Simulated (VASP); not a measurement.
Write the native input for VASP 6.6.1 that does the following.

- Task: single point
- Functional: PBE
- Potentials or basis: VASP PAW PBE potentials, release 64 (Li_sv)
- Cutoff: 520 eV
- k mesh: 16 × 16 × 8
- Occupations: gaussian, width 0.05 eV
- Spin: no spin polarisation
- Dipole correction: no
- Further INCAR settings: ALGO = Normal; EDIFF = 1e-06; NBANDS = 10

The structure of Li lies in POSCAR:

```
Li
1.0
    3.0527829536      0.0000000000      0.0000000000
   -1.5263914768      2.6437875900      0.0000000000
    0.0000000000      0.0000000000      5.0029330079
Li
2
Direct
    0.3333333333      0.6666666667      0.7500000000
    0.6666666667      0.3333333333      0.2500000000
```

The input as run:

INCAR

```
PREC = Accurate
ENCUT = 520
EDIFF = 1E-6
ISMEAR = 0
SIGMA = 0.05
LREAL = False
LASPH = True
NELM = 100
ALGO = Normal
ISIF = 2
LWAVE = False
LCHARG = False
GGA = PE
NBANDS = 10
```

KPOINTS

```
regular mesh
0
Gamma
  16 16 8
```

Potentials or basis: VASP PAW PBE potentials, release 64 (Li_sv).

Run with:

```sh
$ cat potpaw_PBE.64/Li_sv/POTCAR > POTCAR
$ mpirun -np 1 vasp_std > vasp.out
```

It gave:

| Item | Value |
| --- | --- |
| Band gap on the k mesh | zero (band 3 reaches 2.56 eV, above the bottom of band 4 at -1.82 eV) |

It took 44 s on 1 thread of Intel(R) Xeon(R) Platinum 8488C (Sapphire Rapids) (shared host), peak memory 0.17 GiB.
